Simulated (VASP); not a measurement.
# Na in VASP: a series of runs, part 2 of 3

VASP 6.6.1.

## (4) Electric field gradients, PBEsol (volume scaled by 1.06)

Input file INCAR:

```
PREC     = Accurate       # precision mode
ENCUT    = 520            # plane-wave cutoff, eV
EDIFF    = 1E-8           # SCF threshold, eV
ISMEAR   = -1             # smearing method
SIGMA    = 0.03           # smearing width, eV
LREAL    = False          # projectors in reciprocal space
LASPH    = True           # aspherical terms in the spheres
NELM     = 100            # most SCF steps
ALGO     = Normal         # electronic algorithm
ISIF     = 2              # what is computed and relaxed
LWAVE    = False          # write WAVECAR
LCHARG   = False          # write CHGCAR
GGA      = PS             # functional
LEFG     = True         
NBANDS   = 10             # bands
```

Input file KPOINTS:

```
Automatic mesh
0
Gamma
  11 11 11
```

Input file POSCAR:

```
Na
1.0
   -2.1590301515      2.1590301515      2.1590301515
    2.1590301515     -2.1590301515      2.1590301515
    2.1590301515      2.1590301515     -2.1590301515
Na
1
Direct
    0.0000000000      0.0000000000      0.0000000000
```

Potentials or basis: VASP PAW PBE potentials, release 64 (Na_pv).

Command:

```
> cat potpaw_PBE.64/Na_pv/POTCAR > POTCAR
> mpirun -np 1 vasp_std > vasp.out
```

OUTCAR:

```text
PREC = Accurate
   ENCUT = 520
   EDIFF = 1E-8
   ISMEAR = -1
   LREAL = False
   LASPH = True
   NELM = 100
   ISIF = 2
   GGA = PS

 ion  position               nearest neighbor table
   1  0.000  0.000  0.000-

  LATTYP: Found a body centered cubic cell.
 ALAT       =     4.3180603030

  Lattice vectors:

 A1 = (  -2.1590301515,   2.1590301515,   2.1590301515)
 A2 = (   2.1590301515,  -2.1590301515,   2.1590301515)
 A3 = (   2.1590301515,   2.1590301515,  -2.1590301515)

Analysis of symmetry for initial positions (statically):
=====================================================================
 Subroutine PRICEL returns:
 Original cell was already a primitive cell.

 Routine SETGRP: Setting up the symmetry group for a
 body centered cubic supercell.

 Subroutine GETGRP returns: Found 48 space group operations
[... 491 lines left out ...]
  external PRESSURE =      -6.9247838 kB  Pullay stress =       0.0000000 kB

 VOLUME and BASIS-vectors are now :
 -----------------------------------------------------------------------------
  energy-cutoff  :      520.00
  volume of cell :       40.26
      direct lattice vectors                 reciprocal lattice vectors
    -2.159030152  2.159030152  2.159030152     0.000000000  0.231585464  0.231585464
     2.159030152 -2.159030152  2.159030152     0.231585464  0.000000000  0.231585464
     2.159030152  2.159030152 -2.159030152     0.231585464  0.231585464  0.000000000

 POSITION                                       TOTAL-FORCE (eV/Angst)
 -----------------------------------------------------------------------------------
      0.00000      0.00000      0.00000         0.000000      0.000000      0.000000
 -----------------------------------------------------------------------------------
    total drift:                               -0.000000     -0.000000     -0.000000

  FREE ENERGIE OF THE ION-ELECTRON SYSTEM (eV)
  ---------------------------------------------------
  free  energy   TOTEN  =        -1.3935425303 eV

  energy  without entropy=       -1.3923238220  energy(sigma->0) =       -1.39293318

 Electric field gradients (V/A^2)
---------------------------------------------------------------------
 ion       V_xx      V_yy      V_zz      V_xy      V_xz      V_yz
---------------------------------------------------------------------
   1      -0.000    -0.000    -0.000     0.001     0.001     0.001
---------------------------------------------------------------------

 Electric field gradients after diagonalization (V/A^2)
 (convention: |V_zz| > |V_xx| > |V_yy|)
----------------------------------------------------------------------
 ion       V_xx      V_yy      V_zz     asymmetry (V_yy - V_xx)/ V_zz
----------------------------------------------------------------------
   1      -0.001    -0.001     0.002       0.000
----------------------------------------------------------------------

           NMR quadrupolar parameters

 Cq : quadrupolar parameter    Cq=e*Q*V_zz/h
 eta: asymmetry parameters     (V_yy - V_xx)/ V_zz
 Q  : nuclear electric quadrupole moment in mb (millibarn)
----------------------------------------------------------------------
 ion       Cq(MHz)       eta       Q (mb)
----------------------------------------------------------------------
   1       0.000       0.000       1.000
----------------------------------------------------------------------
```

Wall time 12 s (1 thread of Intel Xeon 6975P-C, shared host); peak memory 0.15 GiB.

Results:

```yaml
Free_energy: -1.3935 eV
Pressure: -0.7 GPa
```

Levels at points of the mesh, in eV from the Fermi level:
```csv
k point,band 1,band 2,band 3,band 4,band 5,band 6,band 7
"(0.00, 0.00, 0.00)",-24.86,-24.86,-24.86,-3.12,11.20,11.20,11.20
```

Caveat: without QUAD_EFG the Cq values of the log hold for a quadrupole moment of 1 mb, not for the nuclei; the PAW data sets were made with another functional, which shifts forces and pressure a little.

## (5) Electric field gradients, PBEsol (equal xy, yz and zx shear strains of -1 %)

Input file INCAR:

```
SYSTEM = Na
PREC = Accurate ; ENCUT = 520
EDIFF = 1E-8 ; ISMEAR = -1
SIGMA = 0.03 ; LREAL = .FALSE.
LASPH = .TRUE. ; NELM = 80
ALGO = Normal ; ISIF = 2
LWAVE = .FALSE. ; LCHARG = .FALSE.
GGA = PS ; LEFG = .TRUE.
NBANDS = 10
```

Input file KPOINTS:

```
regular mesh
0
G
  11 11 11
  0 0 0
```

Input file POSCAR:

```
Na
1.0
   -2.1386750000      2.1175000000      2.1175000000
    2.1175000000     -2.1386750000      2.1175000000
    2.1175000000      2.1175000000     -2.1386750000
Na
1
Direct
    0.0000000000      0.0000000000      0.0000000000
```

Potentials or basis: VASP PAW PBE potentials, release 64 (Na_pv).

Command:

```
> cat potpaw_PBE.64/Na_pv/POTCAR > POTCAR
> mpirun -np 1 vasp_std > vasp.out
```

OUTCAR:

```text
SYSTEM = Na
   PREC = Accurate
   ENCUT = 520
   EDIFF = 1E-8
   ISMEAR = -1
   LREAL = .FALSE.
   LASPH = .TRUE.
   NELM = 80
   ISIF = 2
   GGA = PS

 ion  position               nearest neighbor table
   1  0.000  0.000  0.000-

  LATTYP: Found a trigonal (rhomboedric) cell.
 ALAT       =     3.6798835927
 COS(alpha) =    -0.3377371610

  Lattice vectors:

 A1 = (  -2.1386750000,   2.1175000000,   2.1175000000)
 A2 = (   2.1175000000,  -2.1386750000,   2.1175000000)
 A3 = (   2.1175000000,   2.1175000000,  -2.1386750000)

Analysis of symmetry for initial positions (statically):
=====================================================================
 Subroutine PRICEL returns:
 Original cell was already a primitive cell.

 Routine SETGRP: Setting up the symmetry group for a
 trigonal (rhombohedral) supercell.

 Subroutine GETGRP returns: Found 12 space group operations
 (whereof 12 operations were pure point group operations)
 out of a pool of 12 trial point group operations.

The static configuration has the point symmetry D_3d.

Analysis of symmetry for dynamics (positions and initial velocities):
=====================================================================
 Subroutine PRICEL returns:
 Original cell was already a primitive cell.

 Routine SETGRP: Setting up the symmetry group for a
 trigonal (rhombohedral) supercell.

 Subroutine GETGRP returns: Found 12 space group operations
 (whereof 12 operations were pure point group operations)
 out of a pool of 12 trial point group operations.

[... 157 lines left out ...]
      4      -2.9885      2.00000
      5      11.7645      0.00000
      6      11.8159      0.00000
      7      11.8159      0.00000
      8      12.8327      0.00000
      9      12.8327      0.00000
     10      13.1912      0.00000
[... 287 lines left out ...]
 k-point    24 :      -0.1818    0.1818    0.0000
  band No.  band energies     occupation
      1     -24.5762      2.00000
      2     -24.5700      2.00000
      3     -24.5669      2.00000
      4      -2.4240      2.00000
      5       7.7040      0.00000
      6       9.9878      0.00000
      7      10.4876      0.00000
      8      10.9548      0.00000
      9      11.8344      0.00000
     10      13.9712      0.00000

 [... further k-points ...]

------------------------ aborting loop because EDIFF is reached ----------------------------------------

  FORCE on cell =-STRESS in cart. coord.  units (eV):
  Direction    XX          YY          ZZ          XY          YZ          ZX
  --------------------------------------------------------------------------------------
  -------------------------------------------------------------------------------------
  Total       -0.0806271     -0.0806271     -0.0806271      0.0177356      0.0177356      0.0177356
  in kB       -3.4016851     -3.4016851     -3.4016851      0.7482708      0.7482708      0.7482708
  external PRESSURE =      -3.4016851 kB  Pullay stress =       0.0000000 kB

 VOLUME and BASIS-vectors are now :
 -----------------------------------------------------------------------------
  energy-cutoff  :      520.00
  volume of cell :       37.97
      direct lattice vectors                 reciprocal lattice vectors
    -2.138675000  2.117500000  2.117500000     0.002373260  0.237326005  0.237326005
     2.117500000 -2.138675000  2.117500000     0.237326005  0.002373260  0.237326005
     2.117500000  2.117500000 -2.138675000     0.237326005  0.237326005  0.002373260

 POSITION                                       TOTAL-FORCE (eV/Angst)
 -----------------------------------------------------------------------------------
      0.00000      0.00000      0.00000         0.000000      0.000000      0.000000
 -----------------------------------------------------------------------------------
    total drift:                               -0.000000     -0.000000     -0.000000

  FREE ENERGIE OF THE ION-ELECTRON SYSTEM (eV)
  ---------------------------------------------------
  free  energy   TOTEN  =        -1.4006771193 eV

  energy  without entropy=       -1.3995429249  energy(sigma->0) =       -1.40011002

 Electric field gradients (V/A^2)
---------------------------------------------------------------------
 ion       V_xx      V_yy      V_zz      V_xy      V_xz      V_yz
---------------------------------------------------------------------
   1       0.000    -0.000    -0.000     0.046     0.046     0.046
---------------------------------------------------------------------

 Electric field gradients after diagonalization (V/A^2)
 (convention: |V_zz| > |V_xx| > |V_yy|)
----------------------------------------------------------------------
 ion       V_xx      V_yy      V_zz     asymmetry (V_yy - V_xx)/ V_zz
----------------------------------------------------------------------
   1      -0.046    -0.046     0.093       0.000
----------------------------------------------------------------------

           NMR quadrupolar parameters

 Cq : quadrupolar parameter    Cq=e*Q*V_zz/h
 eta: asymmetry parameters     (V_yy - V_xx)/ V_zz
 Q  : nuclear electric quadrupole moment in mb (millibarn)
----------------------------------------------------------------------
 ion       Cq(MHz)       eta       Q (mb)
----------------------------------------------------------------------
   1       0.000       0.000       1.000
----------------------------------------------------------------------
```

OSZICAR:

```text
N       E                     dE             d eps       ncg     rms          rms(c)
DAV:   1     0.270047054159E+02    0.27005E+02   -0.37736E+03  2934   0.576E+02
DAV:   2    -0.777502985559E+00   -0.27782E+02   -0.27648E+02  3010   0.146E+02
DAV:   3    -0.139743929087E+01   -0.61994E+00   -0.61951E+00  3576   0.236E+01
DAV:   4    -0.140265315292E+01   -0.52139E-02   -0.52135E-02  3454   0.212E+00
DAV:   5    -0.140272589677E+01   -0.72744E-04   -0.72743E-04  3420   0.244E-01    0.234E-01
DAV:   6    -0.140114774455E+01    0.15782E-02   -0.27711E-03  3450   0.766E-01    0.142E-01
DAV:   7    -0.140072996388E+01    0.41778E-03   -0.25022E-03  3312   0.650E-01    0.457E-02
DAV:   8    -0.140067659007E+01    0.53374E-04   -0.20164E-04  3336   0.246E-01    0.208E-03
DAV:   9    -0.140067692247E+01   -0.33240E-06   -0.79638E-07  3400   0.938E-03    0.115E-03
DAV:  10    -0.140067712548E+01   -0.20301E-06   -0.37998E-08  3326   0.120E-03    0.116E-04
DAV:  11    -0.140067711930E+01    0.61723E-08   -0.10009E-09  1994   0.408E-04
   1 F= -.14006771E+01 E0= -.14001100E+01  d E =-.113419E-02
```

stdout:

```text
POSCAR found type information on POSCAR Na
 POSCAR found :  1 types and       1 ions
 scaLAPACK will be used
 -----------------------------------------------------------------------------
|                                                                             |
|                                                                             |
|     You enforced a specific xc type in the INCAR file but a different       |
|     I HOPE YOU KNOW WHAT YOU ARE DOING!                                     |
|                                                                             |
 -----------------------------------------------------------------------------

 LDA part: xc-table for (Slater+PW92), standard interpolation
 POSCAR, INCAR and KPOINTS ok, starting setup
 FFT: planning ... GRIDC
 FFT: planning ... GRID_SOFT
 FFT: planning ... GRID
 WAVECAR not read
 entering main loop
ion   1
```

Wall time 53 s (1 thread of Intel Xeon 8259CL, shared host); peak memory 0.18 GiB.

What came out:

```
Free energy : -1.4007 eV
Pressure    : -0.3 GPa
```

Caveat: the cell differs from its parent crystal (equal xy, yz and zx shear strains of -1 %); without QUAD_EFG the Cq values of the log hold for a quadrupole moment of 1 mb, not for the nuclei; the PAW data sets were made with another functional, which shifts forces and pressure a little.

(Part 2 of 3 ends here.)
